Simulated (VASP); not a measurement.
# Pb (Fd-3m) in VASP: settings compared

The runs below take Pb through single point, with HSE06, PBEsol-based screened hybrid with 25 % exact exchange.

Program: VASP 6.6.1. These are calculated values, not measurements. Logs are shortened: lines on timing, memory, paths and dates and some standing lists are left out, and cuts for length are marked.

**1. The cell of the first run**

The structure is cubic, space group Fd-3m (No. 227). Conventional cell: a = 6.738 Å, b = 6.738 Å, c = 6.738 Å, α = 90.00°, β = 90.00°, γ = 90.00°. Within 3.8 Å of Pb (site symmetry -43m) lie 4 Pb at 2.92 Å.

This isn't the form of Pb at room conditions, which is fcc.

**2. Single point, HSE06**

POSCAR reads:

```
Pb
1.0
    0.0000000000      3.3687966822      3.3687966822
    3.3687966822      0.0000000000      3.3687966822
    3.3687966822      3.3687966822      0.0000000000
Pb
2
Direct
    0.2500000000      0.2500000000      0.2500000000
    0.0000000000      0.0000000000      0.0000000000
```

INCAR.step1 reads:

```
SYSTEM = Pb
PREC = Accurate
ENCUT = 520
EDIFF = 1E-5
ISMEAR = -1
SIGMA = 0.05
LREAL = .False.
LASPH = .True.
NELM = 100
ALGO = Normal
ISIF = 2
LWAVE = .True.
GGA = PE
NBANDS = 21
```

INCAR.step2 reads:

```
SYSTEM = Pb
PREC = Accurate
ENCUT = 520
EDIFF = 1E-7
ISMEAR = -1
SIGMA = 0.05
LREAL = .False.
LASPH = .True.
NELM = 100
ALGO = Normal
ISIF = 2
LWAVE = .False.
LCHARG = .True.
GGA = PE
LHFCALC = .True.
HFSCREEN = 0.2079
PRECFOCK = Normal
LELF = .True.
LVHAR = .True.
ISTART = 1
NBANDS = 21
```

KPOINTS reads:

```
Automatic mesh
0
Gamma
  4 4 4
  0 0 0
```

Potentials or basis: VASP PAW PBE potentials, release 64 (Pb_d).

Started as:

```
> cat potpaw_PBE.64/Pb_d/POTCAR > POTCAR
> cp INCAR.step1 INCAR
> mpirun -np 1 vasp_std > vasp.out
> cp INCAR.step2 INCAR
> mpirun -np 1 vasp_std > vasp.out
```

OUTCAR:

```text
SYSTEM = Pb
   PREC = Accurate
   ENCUT = 520
   EDIFF = 1E-7
   ISMEAR = -1
   LREAL = .False.
   LASPH = .True.
   NELM = 100
   ISIF = 2
   GGA = PE
   LHFCALC = .True.
   HFSCREEN = 0.2079
   PRECFOCK = Normal
   ISTART = 1

 ion  position               nearest neighbor table
   1  0.250  0.250  0.250-   2 2.92   2 2.92   2 2.92   2 2.92
   2  0.000  0.000  0.000-   1 2.92   1 2.92   1 2.92   1 2.92

  LATTYP: Found a face centered cubic cell.
 ALAT       =     6.7375933644

  Lattice vectors:

 A1 = (   0.0000000000,   3.3687966822,   3.3687966822)
 A2 = (   3.3687966822,   0.0000000000,   3.3687966822)
 A3 = (   3.3687966822,   3.3687966822,   0.0000000000)

Analysis of symmetry for initial positions (statically):
=====================================================================
 Subroutine PRICEL returns:
 Original cell was already a primitive cell.

 Routine SETGRP: Setting up the symmetry group for a
 face centered cubic supercell.

 Subroutine GETGRP returns: Found 48 space group operations
 (whereof 24 operations were pure point group operations)
 out of a pool of 48 trial point group operations.

The static configuration has the point symmetry T_d .
 The point group associated with its full space group is O_h .

Analysis of symmetry for dynamics (positions and initial velocities):
=====================================================================
 Subroutine PRICEL returns:
 Original cell was already a primitive cell.

 Routine SETGRP: Setting up the symmetry group for a
 face centered cubic supercell.

 Subroutine GETGRP returns: Found 48 space group operations
 (whereof 24 operations were pure point group operations)
 out of a pool of 48 trial point group operations.

The dynamic configuration has the point symmetry T_d .
 The point group associated with its full space group is O_h .

 Subroutine INISYM returns: Found 48 space group operations
 (whereof 24 operations are pure point group operations),
 and found     1 'primitive' translations

----------------------------------------------------------------------------------------

                                     Primitive cell

  volume of cell :      76.4635

  direct lattice vectors                    reciprocal lattice vectors
     0.000000000  3.368796682  3.368796682    -0.148420949  0.148420949  0.148420949
     3.368796682  0.000000000  3.368796682     0.148420949 -0.148420949  0.148420949
     3.368796682  3.368796682  0.000000000     0.148420949  0.148420949 -0.148420949

  length of vectors
     4.764197957  4.764197957  4.764197957     0.257072624  0.257072624  0.257072624

  position of ions in fractional coordinates (direct lattice)
     0.250000000  0.250000000  0.250000000
     0.000000000  0.000000000  0.000000000

  ion indices of the primitive-cell ions
   primitive index   ion index
                 1           1
                 2           2

----------------------------------------------------------------------------------------

 KPOINTS: Automatic mesh

Automatic generation of k-mesh.
 Grid dimensions read from file:
 generate k-points for:    4    4    4

 Generating k-lattice:

  Cartesian coordinates                     Fractional coordinates (reciprocal lattice)
    -0.037105237  0.037105237  0.037105237     0.250000000  0.000000000  0.000000000
     0.037105237 -0.037105237  0.037105237     0.000000000  0.250000000  0.000000000
     0.037105237  0.037105237 -0.037105237     0.000000000  0.000000000  0.250000000

  Length of vectors
     0.064268156  0.064268156  0.064268156

  Shift w.r.t. Gamma in fractional coordinates (k-lattice)
     0.000000000  0.000000000  0.000000000

 Subroutine IBZKPT returns following result:
 ===========================================

 Found      8 irreducible k-points:

 Following reciprocal coordinates:
            Coordinates               Weight
  0.000000  0.000000  0.000000      1.000000
  0.250000  0.000000  0.000000      8.000000
  0.500000  0.000000  0.000000      4.000000
  0.250000  0.250000  0.000000      6.000000
  0.500000  0.250000  0.000000     24.000000
 -0.250000  0.250000  0.000000     12.000000
  0.500000  0.500000  0.000000      3.000000
 -0.250000  0.500000  0.250000      6.000000
   k-points           NKPTS =      8   k-points in BZ     NKDIM =     64   number of bands    NBANDS=     21
   number of dos      NEDOS =    301   number of ions     NIONS =      2
   total plane-waves  NPLWV =  46656
   dimension x,y,z NGX =    36 NGY =   36 NGZ =   36
   dimension x,y,z NGXF=    72 NGYF=   72 NGZF=   72
   ions per type =               2
   NGX,Y,Z   is equivalent  to a cutoff of  12.56, 12.56, 12.56 a.u.
   NGXF,Y,Z  is equivalent  to a cutoff of  25.12, 25.12, 25.12 a.u.
 SYSTEM =  Pb
   PREC   = accura    normal or accurate (medium, high low for compatibility)
   ISTART =      1    job   : 0-new  1-cont  2-samecut
   ICHARG =      0    charge: 1-file 2-atom 10-const
   ISPIN  =      1    spin polarized calculation?
   LNONCOLLINEAR =      F non collinear calculations
   LSORBIT =      F    spin-orbit coupling
   LASPH  =      T    aspherical Exc in radial PAW
   ENCUT  =  520.0 eV  38.22 Ry    6.18 a.u.   8.86  8.86  8.86*2*pi/ulx,y,z
   NELM   =    100;   NELMIN=  2; NELMDL=  0     # of ELM steps
   EDIFF  = 0.1E-06   stopping-criterion for ELM
   LREAL  =      F    real-space projection
   EDIFFG = 0.1E-05   stopping-criterion for IOM
   NSW    =      0    number of steps for IOM
   IBRION =     -1    ionic relax: 0-MD 1-quasi-New 2-CG
   NFREE  =      0    steps in history (QN), initial steepest desc. (CG)
   ISIF   =      2    stress and relaxation
   ISYM   =      3    0-nonsym 1-usesym 2-fastsym
   POTIM  = 0.5000    time-step for ionic-motion
   TEBEG  =    0.0;   TEEND  =   0.0 temperature during run
   PSTRESS=    0.0 pullay stress
   NELECT =      28.0000    total number of electrons
   NUPDOWN=      -1.0000    fix difference up-down
   EMIN   =  10.00;   EMAX   =-10.00  energy-range for DOS
   EFERMI =   0.00;   METHOD = LEGACY
   ISMEAR =    -1;   SIGMA  =   0.05  broadening in eV -4-tet -1-fermi 0-gaus
   EFERMI_NEDOS =   21; number of points for ismear=-14 and -15
   IALGO  =     38    algorithm
   IMIX   =      1    mixing-type and parameters
     AMIX     =   0.40;   BMIX     =  1.00
     AMIX_MAG =   1.60;   BMIX_MAG =  1.00
  volume/ion in A,a.u.               =      38.23       258.00
  Fermi-wavevector in a.u.,A,eV,Ry     =   1.171231  2.213306 18.664241  1.371783
  Thomas-Fermi vector in A             =   2.307678
   LORBIT       =      0    0 simple, 1 ext, 2 COOP (PROOUT), +10 PAW based schemes
   GGA     = PE    functional components
   LHFCALC =     T    Hartree Fock is set to
   PRECFOCK=normal    Normal, Fast or Accurate (Low or Medium for compatibility)
   ENCUT4O =  -1.0   cutoff for four orbital integrals eV
   NKREDX  =     1    reduce k-point grid by
   NKREDY  =     1    reduce k-point grid by
   NKREDZ  =     1    reduce k-point grid by
   AEXX    =    0.2500 exact exchange contribution
   HFSCREEN=    0.2079 screening length (either q_TF or 0.3 A-1)
   HFSCREENC=   0.2079 screening length for correlation (either q_TF or 0.3 A-1)
   ENCUTFOCK=  -1.0 apply spherical cutoff to Coloumb kernel
   IVDW    =     0    specifies the selected vdW correction
   LEPSILON=     F    determine dielectric tensor
   LRPA    =     F    only Hartree local field effects (RPA)
 non-spin polarized calculation
  energy-cutoff  :      520.00
  volume of cell :       76.46
 maximum number of plane-waves:      2085
  NGX = 28; NGY = 28; NGZ = 28

 number of electron      28.0000003 magnetization

 Free energy of the ion-electron system (eV)
  ---------------------------------------------------
  ext. energy  EPLUGINS =         0.00000000
  ---------------------------------------------------
  free energy    TOTEN  =        -7.42914867 eV

  energy without entropy =       -7.41163898  energy(sigma->0) =       -7.42039383

 E-fermi :   4.4133     XC(G=0):  -7.2560

 val. band max:        4.3427814007   @ k =   0.2500   0.0000   0.0000
 cond. band min:       4.5030202246   @ k =   0.2500   0.0000   0.0000
 fundamental gap:      0.1602388240
 Fermi energy:         4.4132916870

 k-point     1 :       0.0000    0.0000    0.0000
  band No.  band energies     occupation
      1     -14.3894      2.00000
      2     -14.3894      2.00000
      3     -14.3894      2.00000
      4     -14.3010      2.00000
      5     -14.3010      2.00000
      6     -13.7766      2.00000
[... 13 lines left out ...]
     20      13.4030      0.00000
     21      13.4030      0.00000

 k-point     2 :       0.2500    0.0000    0.0000
  band No.  band energies     occupation
      1     -14.4340      2.00000
      2     -14.4340      2.00000
      3     -14.3760      2.00000
      4     -14.2303      2.00000
      5     -14.2303      2.00000
      6     -13.8350      2.00000
[... 13 lines left out ...]
     20      12.5380      0.00000
     21      12.5380      0.00000

 k-point     3 :       0.5000    0.0000    0.0000
  band No.  band energies     occupation
      1     -14.4495      2.00000
      2     -14.4495      2.00000
      3     -14.3619      2.00000
      4     -14.1978      2.00000
      5     -14.1978      2.00000
      6     -13.8540      2.00000
[... 13 lines left out ...]
     20      13.6082      0.00000
     21      14.0703      0.00000

 k-point     4 :       0.2500    0.2500    0.0000
  band No.  band energies     occupation
      1     -14.4342      2.00000
      2     -14.4342      2.00000
      3     -14.4119      2.00000
      4     -14.2163      2.00000
      5     -14.1322      2.00000
      6     -14.0047      2.00000
[... 13 lines left out ...]
     20      12.8234      0.00000
     21      14.6123      0.00000

 k-point     5 :       0.5000    0.2500    0.0000
  band No.  band energies     occupation
      1     -14.5002      2.00000
      2     -14.4642      2.00000
      3     -14.3126      2.00000
      4     -14.1297      2.00000
      5     -14.0898      2.00000
      6     -14.0474      2.00000
[... 13 lines left out ...]
     20      14.0384      0.00000
     21      14.5085      0.00000

 k-point     6 :      -0.2500    0.2500    0.0000
  band No.  band energies     occupation
      1     -14.4885      2.00000
      2     -14.4708      2.00000
      3     -14.2986      2.00000
      4     -14.1921      2.00000
      5     -14.1218      2.00000
      6     -13.9415      2.00000
[... 13 lines left out ...]
     20      12.9440      0.00000
     21      14.5037      0.00000

 k-point     7 :       0.5000    0.5000    0.0000
  band No.  band energies     occupation
      1     -14.4724      2.00000
      2     -14.4724      2.00000
      3     -14.2784      2.00000
      4     -14.2784      2.00000
      5     -14.0131      2.00000
      6     -14.0131      2.00000
[... 13 lines left out ...]
     20      14.1143      0.00000
     21      15.9981      0.00000

 k-point     8 :      -0.2500    0.5000    0.2500
  band No.  band energies     occupation
      1     -14.5055      2.00000
      2     -14.5055      2.00000
      3     -14.1770      2.00000
      4     -14.1770      2.00000
      5     -14.0340      2.00000
      6     -14.0340      2.00000
[... 13 lines left out ...]
     20      14.5988      0.00000
     21      15.5216      0.00000

------------------------ aborting loop because EDIFF is reached ----------------------------------------

  FORCE on cell =-STRESS in cart. coord.  units (eV):
  Direction    XX          YY          ZZ          XY          YZ          ZX
  --------------------------------------------------------------------------------------
  -------------------------------------------------------------------------------------
  Total        1.8753116      1.8753116      1.8753116      0.0000000      0.0000000      0.0000000
  in kB       39.2943068     39.2943068     39.2943068      0.0000000      0.0000000      0.0000000
  external PRESSURE =      39.2943068 kB  Pullay stress =       0.0000000 kB

 VOLUME and BASIS-vectors are now :
 -----------------------------------------------------------------------------
  energy-cutoff  :      520.00
  volume of cell :       76.46
      direct lattice vectors                 reciprocal lattice vectors
     0.000000000  3.368796682  3.368796682    -0.148420949  0.148420949  0.148420949
     3.368796682  0.000000000  3.368796682     0.148420949 -0.148420949  0.148420949
     3.368796682  3.368796682  0.000000000     0.148420949  0.148420949 -0.148420949

 POSITION                                       TOTAL-FORCE (eV/Angst)
 -----------------------------------------------------------------------------------
      1.68440      1.68440      1.68440        -0.000000     -0.000000     -0.000000
      0.00000      0.00000      0.00000         0.000000      0.000000      0.000000
 -----------------------------------------------------------------------------------
    total drift:                               -0.000000     -0.000000     -0.000000

  FREE ENERGIE OF THE ION-ELECTRON SYSTEM (eV)
  ---------------------------------------------------
  free  energy   TOTEN  =        -7.4291486703 eV

  energy  without entropy=       -7.4116389819  energy(sigma->0) =       -7.42039383
```

Wall time 27 min (1 thread of Intel Xeon Platinum 8488C (Sapphire Rapids), shared host); peak memory 0.31 GiB.

Results:

```
Free energy            : -7.4291 eV
Pressure               : 3.9 GPa
Band gap on the k mesh : zero (bands 14 and 15 overlap by 1.21 eV)
```

Caveat: the k points lie up to 0.40 Å⁻¹ apart, too coarse for converged energies and pressures of a metal; the PAW data sets were made with another functional, which shifts forces and pressure a little; spin-orbit coupling is left out, which moves the levels of the heavy elements.

**3. Single point, PBEsol-based screened hybrid with 25 % exact exchange**

This run uses another cell than the first one, of 40.67 Å³/atom.

POSCAR reads:

```
Pb
1.0
    0.0000000000      3.4390000555      3.4390000555
    3.4390000555      0.0000000000      3.4390000555
    3.4390000555      3.4390000555      0.0000000000
Pb
2
Direct
    0.2500000000      0.2500000000      0.2500000000
    0.0000000000      0.0000000000      0.0000000000
```

INCAR.step1 reads:

```
SYSTEM = Pb
PREC = Accurate
ENCUT = 520
EDIFF = 1E-5
ISMEAR = -1
SIGMA = 0.05
LREAL = .FALSE.
LASPH = .TRUE.
NELM = 60
ALGO = Normal
ISIF = 2
LWAVE = .TRUE.
GGA = PE
NBANDS = 21
```

INCAR.step2 reads:

```
SYSTEM = Pb
PREC = Accurate
ENCUT = 520
EDIFF = 1E-6
ISMEAR = -1
SIGMA = 0.05
LREAL = .FALSE.
LASPH = .TRUE.
NELM = 60
ALGO = Normal
ISIF = 2
LWAVE = .FALSE.
LCHARG = .TRUE.
GGA = PS
LHFCALC = .TRUE.
AEXX = 0.25
HFSCREEN = 0.207
PRECFOCK = Normal
LELF = .TRUE.
LVHAR = .TRUE.
ISTART = 1
NBANDS = 21
```

KPOINTS reads:

```
regular mesh
0
G
  4 4 4
  0 0 0
```

Potentials or basis: VASP PAW PBE potentials, release 64 (Pb_d).

Started as:

```
> cat potpaw_PBE.64/Pb_d/POTCAR > POTCAR
> cp INCAR.step1 INCAR
> mpirun -np 1 vasp_std > vasp.out
> cp INCAR.step2 INCAR
> mpirun -np 1 vasp_std > vasp.out
```

Run time: 33 min. Hardware: 1 thread of Oxide Virtual Turin-like, shared host; peak memory 0.29 GiB.

The run converged. Its results:

| Property | Result |
| --- | --- |
| Free energy | -8.0734 eV |
| Pressure | 0.3 GPa |
| Band gap on the k mesh | zero (bands 14 and 15 overlap by 1.29 eV) |

Levels at points of the mesh, in eV from the Fermi level:
```
           k point  band 12  band 13  band 14  band 15  band 16  band 17
(0.00, 0.00, 0.00)    -3.59     0.77     0.77     0.77     3.13     3.13
(0.50, 0.00, 0.00)    -7.41    -0.54    -0.52    -0.52     4.30     4.30
(0.50, 0.50, 0.00)    -8.96    -1.89    -1.89     1.43     1.43     8.32
```

Caveat: the k points lie up to 0.40 Å⁻¹ apart, too coarse for converged energies and pressures of a metal; the PAW data sets were made with another functional, which shifts forces and pressure a little; spin-orbit coupling is left out, which moves the levels of the heavy elements.

The gap in the log of VASP goes by the Fermi energy; the results here count the filled bands.